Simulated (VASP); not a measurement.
# SiO2 (P4_2/mnm) in VASP: a series of runs

The runs below take SiO2 through single point, with PBEsol.

Everything below comes from runs of VASP 6.6.1. Logs are shortened: lines on timing, memory, paths and dates and some standing lists are left out, and cuts for length are marked.

## (1) The cell of the first run

The structure is tetragonal, space group P4_2/mnm (No. 136). The conventional cell has a = 4.055 Å, b = 4.055 Å, c = 2.668 Å, α = 90.00°, β = 90.00°, γ = 90.00°. Within 2.3 Å of Si (site symmetry mmm) lie 6 O at 1.73 to 1.76 Å. O (site symmetry m2m) has 3 Si at 1.73 to 1.76 Å and 1 O at 2.22 Å within 2.3 Å.

## (2) Single point, PBEsol (equal xx and yy strain of -3 %)

INCAR

```
  PREC = Accurate
  ENCUT = 520
  EDIFF = 1E-6
  ISMEAR = -1
  SIGMA = 0.03
  LREAL = F
  LASPH = T
  NELM = 100
  ALGO = Normal
  ISIF = 2
  LWAVE = F
  LCHARG = T
  GGA = PS
  LELF = T
  LVHAR = T
  NBANDS = 25
```

KPOINTS

```
regular mesh
0
Gamma
  6 6 9
```

POSCAR

```
SiO2
1.0
    4.0546970000      0.0000000000      0.0000000000
    0.0000000000      4.0546970000      0.0000000000
    0.0000000000      0.0000000000      2.6678000000
Si O
2 4
Direct
    0.0000000000      0.0000000000      0.0000000000
    0.5000000000      0.5000000000      0.5000000000
    0.3067000000      0.3067000000      0.0000000000
    0.1933000000      0.8067000000      0.5000000000
    0.6933000000      0.6933000000      0.0000000000
    0.8067000000      0.1933000000      0.5000000000
```

Potentials or basis: VASP PAW PBE potentials, release 64 (Si, O).

Command:

```
cat potpaw_PBE.64/Si/POTCAR potpaw_PBE.64/O/POTCAR > POTCAR
mpirun -np 1 vasp_std > vasp.out
```

OUTCAR:

```text
PREC = Accurate
   ENCUT = 520
   EDIFF = 1E-6
   ISMEAR = -1
   LREAL = F
   LASPH = T
   NELM = 100
   ISIF = 2
   GGA = PS

 ion  position               nearest neighbor table
   1  0.000  0.000  0.000-   4 1.73   6 1.73   4 1.73   6 1.73   5 1.76   3 1.76
   2  0.500  0.500  0.500-   3 1.73   5 1.73   3 1.73   5 1.73   4 1.76   6 1.76
   3  0.307  0.307  0.000-   2 1.73   2 1.73   1 1.76
   4  0.193  0.807  0.500-   1 1.73   1 1.73   2 1.76
   5  0.693  0.693  0.000-   2 1.73   2 1.73   1 1.76
   6  0.807  0.193  0.500-   1 1.73   1 1.73   2 1.76

  LATTYP: Found a simple tetragonal cell.
 ALAT       =     4.0546970000
 C/A-ratio  =     0.6579529864

  Lattice vectors:

 A1 = (   4.0546970000,   0.0000000000,   0.0000000000)
 A2 = (   0.0000000000,   4.0546970000,   0.0000000000)
 A3 = (   0.0000000000,   0.0000000000,   2.6678000000)

Analysis of symmetry for initial positions (statically):
=====================================================================
 Subroutine PRICEL returns:
 Original cell was already a primitive cell.

 Routine SETGRP: Setting up the symmetry group for a
 simple tetragonal supercell.

 Subroutine GETGRP returns: Found 16 space group operations
 (whereof  8 operations were pure point group operations)
 out of a pool of 16 trial point group operations.

The static configuration has the point symmetry D_2h.
 The point group associated with its full space group is D_4h.

Analysis of symmetry for dynamics (positions and initial velocities):
=====================================================================
 Subroutine PRICEL returns:
 Original cell was already a primitive cell.

 Routine SETGRP: Setting up the symmetry group for a
 simple tetragonal supercell.

 Subroutine GETGRP returns: Found 16 space group operations
 (whereof  8 operations were pure point group operations)
 out of a pool of 16 trial point group operations.

The dynamic configuration has the point symmetry D_2h.
 The point group associated with its full space group is D_4h.

 Subroutine INISYM returns: Found 16 space group operations
 (whereof  8 operations are pure point group operations),
 and found     1 'primitive' translations

----------------------------------------------------------------------------------------

[... 99 lines left out ...]
   NELM   =    100;   NELMIN=  2; NELMDL= -5     # of ELM steps
   EDIFF  = 0.1E-05   stopping-criterion for ELM
   LREAL  =      F    real-space projection
   EDIFFG = 0.1E-04   stopping-criterion for IOM
   NSW    =      0    number of steps for IOM
   IBRION =     -1    ionic relax: 0-MD 1-quasi-New 2-CG
   NFREE  =      0    steps in history (QN), initial steepest desc. (CG)
   ISIF   =      2    stress and relaxation
   ISYM   =      2    0-nonsym 1-usesym 2-fastsym
   POTIM  = 0.5000    time-step for ionic-motion
   TEBEG  =    0.0;   TEEND  =   0.0 temperature during run
   PSTRESS=    0.0 pullay stress
   NELECT =      32.0000    total number of electrons
   NUPDOWN=      -1.0000    fix difference up-down
   EMIN   =  10.00;   EMAX   =-10.00  energy-range for DOS
   EFERMI =   0.00;   METHOD = LEGACY
   ISMEAR =    -1;   SIGMA  =   0.03  broadening in eV -4-tet -1-fermi 0-gaus
   EFERMI_NEDOS =   21; number of points for ismear=-14 and -15
   IALGO  =     38    algorithm
   IMIX   =      4    mixing-type and parameters
     AMIX     =   0.40;   BMIX     =  1.00
     AMIX_MAG =   1.60;   BMIX_MAG =  1.00
  volume/ion in A,a.u.               =       7.31        49.33
  Fermi-wavevector in a.u.,A,eV,Ry     =   1.473787  2.785054 29.552519  2.172049
  Thomas-Fermi vector in A             =   2.588638
   LORBIT       =      0    0 simple, 1 ext, 2 COOP (PROOUT), +10 PAW based schemes
   GGA     = PS    functional components
   LHFCALC =     F    Hartree Fock is set to
   AEXX    =    0.0000 exact exchange contribution
   IVDW    =     0    specifies the selected vdW correction
   LEPSILON=     F    determine dielectric tensor
   LRPA    =     F    only Hartree local field effects (RPA)
 non-spin polarized calculation
  energy-cutoff  :      520.00
  volume of cell :       43.86
 maximum number of plane-waves:      1206
   NGX = 15   NGY = 15   NGZ =  9

 number of electron      32.0000006 magnetization

 Free energy of the ion-electron system (eV)
  ---------------------------------------------------
  ext. energy  EPLUGINS =         0.00000000
  ---------------------------------------------------
  free energy    TOTEN  =       -48.68972875 eV

  energy without entropy =      -48.68972875  energy(sigma->0) =      -48.68972875

 E-fermi :   9.6129     XC(G=0): -12.8540

 val. band max:        9.0444286220   @ k =   0.0000   0.0000   0.0000
 cond. band min:      15.3012937477   @ k =   0.0000   0.0000   0.0000
 fundamental gap:      6.2568651257
 Fermi energy:         9.6128749823

 k-point     1 :       0.0000    0.0000    0.0000
  band No.  band energies     occupation
      1     -14.1573      2.00000
      2     -10.0574      2.00000
      3     -10.0574      2.00000
      4      -9.7975      2.00000
      5      -2.2007      2.00000
      6       2.1866      2.00000
[... 661 lines left out ...]
     24      21.6356      0.00000
     25      23.2311      0.00000

 [... further k-points ...]

------------------------ aborting loop because EDIFF is reached ----------------------------------------

  FORCE on cell =-STRESS in cart. coord.  units (eV):
  Direction    XX          YY          ZZ          XY          YZ          ZX
  --------------------------------------------------------------------------------------
  -------------------------------------------------------------------------------------
  Total        8.0634389      8.0634389      5.5131952     -0.0000000      0.0000000      0.0000000
  in kB      294.5512033    294.5512033    201.3927692     -0.0000000      0.0000000      0.0000000
  external PRESSURE =     263.4983919 kB  Pullay stress =       0.0000000 kB

 VOLUME and BASIS-vectors are now :
 -----------------------------------------------------------------------------
  energy-cutoff  :      520.00
  volume of cell :       43.86
      direct lattice vectors                 reciprocal lattice vectors
     4.054697000  0.000000000  0.000000000     0.246627553  0.000000000  0.000000000
     0.000000000  4.054697000  0.000000000     0.000000000  0.246627553  0.000000000
     0.000000000  0.000000000  2.667800000     0.000000000  0.000000000  0.374840693

 POSITION                                       TOTAL-FORCE (eV/Angst)
 -----------------------------------------------------------------------------------
      0.00000      0.00000      0.00000         0.000000     -0.000000      0.000000
      2.02735      2.02735      1.33390         0.000000     -0.000000      0.000000
      1.24358      1.24358      0.00000        -0.551806     -0.551806      0.000000
      0.78377      3.27092      1.33390         0.551806     -0.551806      0.000000
      2.81112      2.81112      0.00000         0.551806      0.551806     -0.000000
      3.27092      0.78377      1.33390        -0.551806      0.551806     -0.000000
 -----------------------------------------------------------------------------------
    total drift:                               -0.000000     -0.000000      0.000000

  FREE ENERGIE OF THE ION-ELECTRON SYSTEM (eV)
  ---------------------------------------------------
  free  energy   TOTEN  =       -48.6897287525 eV

  energy  without entropy=      -48.6897287525  energy(sigma->0) =      -48.68972875
```

OSZICAR:

```text
N       E                     dE             d eps       ncg     rms          rms(c)
DAV:   1     0.136264024167E+03    0.13626E+03   -0.17771E+04  2540   0.124E+03
DAV:   2    -0.465179270565E+02   -0.18278E+03   -0.17594E+03  3114   0.286E+02
DAV:   3    -0.530793336473E+02   -0.65614E+01   -0.65377E+01  3373   0.514E+01
DAV:   4    -0.531174232138E+02   -0.38090E-01   -0.38080E-01  2845   0.457E+00
DAV:   5    -0.531176965703E+02   -0.27336E-03   -0.27331E-03  3363   0.367E-01    0.184E+01
DAV:   6    -0.487324943770E+02    0.43852E+01   -0.11675E+01  3145   0.231E+01    0.895E+00
DAV:   7    -0.486987149475E+02    0.33779E-01   -0.70947E-01  3180   0.504E+00    0.316E+00
DAV:   8    -0.486897584486E+02    0.89565E-02   -0.25602E-02  3070   0.136E+00    0.103E+00
DAV:   9    -0.486896490293E+02    0.10942E-03   -0.55560E-03  3228   0.611E-01    0.247E-01
DAV:  10    -0.486897290469E+02   -0.80018E-04   -0.18082E-04  3102   0.985E-02    0.429E-02
DAV:  11    -0.486897287382E+02    0.30875E-06   -0.28080E-05  3209   0.378E-02    0.784E-03
DAV:  12    -0.486897287525E+02   -0.14312E-07   -0.14675E-06  2378   0.995E-03
   1 F= -.48689729E+02 E0= -.48689729E+02  d E =-.219641E-10
```

stdout:

```text
POSCAR found type information on POSCAR SiO
 POSCAR found :  2 types and       6 ions
 scaLAPACK will be used
 -----------------------------------------------------------------------------
|                                                                             |
|                                                                             |
|     You enforced a specific xc type in the INCAR file but a different       |
|     I HOPE YOU KNOW WHAT YOU ARE DOING!                                     |
|                                                                             |
 -----------------------------------------------------------------------------

 LDA part: xc-table for (Slater+PW92), standard interpolation
 POSCAR, INCAR and KPOINTS ok, starting setup
 FFT: planning ... GRIDC
 FFT: planning ... GRID_SOFT
 FFT: planning ... GRID
 WAVECAR not read
 entering main loop
```

Wall time 68 s (1 thread of Intel Xeon 8259CL, shared host); peak memory 0.17 GiB.

What came out:

```yaml
Free_energy: -48.6897 eV
Pressure: 26.3 GPa
Largest_force: 0.780 eV/Å
Band_gap_on_the_k_mesh: 6.26 eV
```

Forces in eV/Å, atoms in the order of the input:
```
Si   0.000  0.000  0.000
Si   0.000  0.000  0.000
O   -0.552 -0.552  0.000
O    0.552 -0.552  0.000
O    0.552  0.552  0.000
O   -0.552  0.552  0.000
```

Stress tensor (GPa, compression positive):
```
29.46  0.00  0.00
 0.00 29.46  0.00
 0.00  0.00 20.14
```

Levels at points of the mesh, in eV from the valence-band top:
| k point | band 13 | band 14 | band 15 | band 16 | band 17 | band 18 | band 19 | band 20 |
| --- | --- | --- | --- | --- | --- | --- | --- | --- |
| (0.00, 0.00, 0.00) | -2.74 | -0.87 | -0.87 | 0.00 | 6.26 | 6.56 | 8.43 | 8.43 |
| (0.50, 0.00, 0.00) | -2.97 | -2.97 | -1.12 | -1.12 | 8.07 | 8.07 | 9.07 | 9.07 |
| (0.50, 0.50, 0.00) | -2.88 | -2.88 | -2.39 | -2.39 | 7.72 | 7.72 | 10.17 | 10.17 |

Caveat: the cell differs from its parent crystal (equal xx and yy strain of -3 %); the stress differs along the axes, from 20 to 29 GPa; the PAW data sets were made with another functional, which shifts forces and pressure a little. A k mesh can miss the band edges.

## (3) Single point, PBEsol (equal xx and yy strain of -2 %)

INCAR

```
PREC = Accurate
ENCUT = 520
EDIFF = 1E-7
ISMEAR = -1
SIGMA = 0.03
LREAL = False
LASPH = True
NELM = 80
ALGO = Normal
ISIF = 2
LWAVE = False
LCHARG = False
GGA = PS
NBANDS = 25
```

KPOINTS

```
Automatic mesh
0
Gamma
  6 6 9
```

POSCAR, as its differences from that of step 2:

```diff
@@ -2,4 +2,4 @@
 1.0
-    4.0546970000      0.0000000000      0.0000000000
-    0.0000000000      4.0546970000      0.0000000000
+    4.0964980000      0.0000000000      0.0000000000
+    0.0000000000      4.0964980000      0.0000000000
     0.0000000000      0.0000000000      2.6678000000
```

Potentials or basis: VASP PAW PBE potentials, release 64 (Si, O).

Command:

```
cat potpaw_PBE.64/Si/POTCAR potpaw_PBE.64/O/POTCAR > POTCAR
mpirun -np 1 vasp_std > vasp.out
```

It took 74 s on 1 thread of Intel Xeon 8259CL, shared host; peak memory 0.17 GiB.

Results (log left out):

```yaml
Free_energy: -48.8324 eV
Pressure: 18.4 GPa
Largest_force: 0.611 eV/Å
Band_gap_on_the_k_mesh: 6.23 eV
```

Forces on the atoms (eV/Å):
```
Si   0.000  0.000  0.000
Si   0.000  0.000  0.000
O   -0.432 -0.432  0.000
O    0.432 -0.432  0.000
O    0.432  0.432  0.000
O   -0.432  0.432  0.000
```

Stress tensor (GPa, compression positive):
```
20.20  0.00  0.00
 0.00 20.20  0.00
 0.00  0.00 14.84
```

Levels at points of the mesh, in eV from the valence-band top:
```csv
k point,band 14,band 15,band 16,band 17,band 18,band 19
"(0.00, 0.00, 0.00)",-0.87,-0.87,0.00,6.23,6.34,8.41
"(0.50, 0.00, 0.00)",-2.89,-1.11,-1.11,7.95,7.95,9.01
"(0.50, 0.50, 0.00)",-2.81,-2.37,-2.37,7.59,7.59,10.08
```

Caveat: the cell differs from its parent crystal (equal xx and yy strain of -2 %); the stress differs along the axes, from 15 to 20 GPa; the PAW data sets were made with another functional, which shifts forces and pressure a little. A k mesh can miss the band edges.

(Continued in part 2 of 3.)
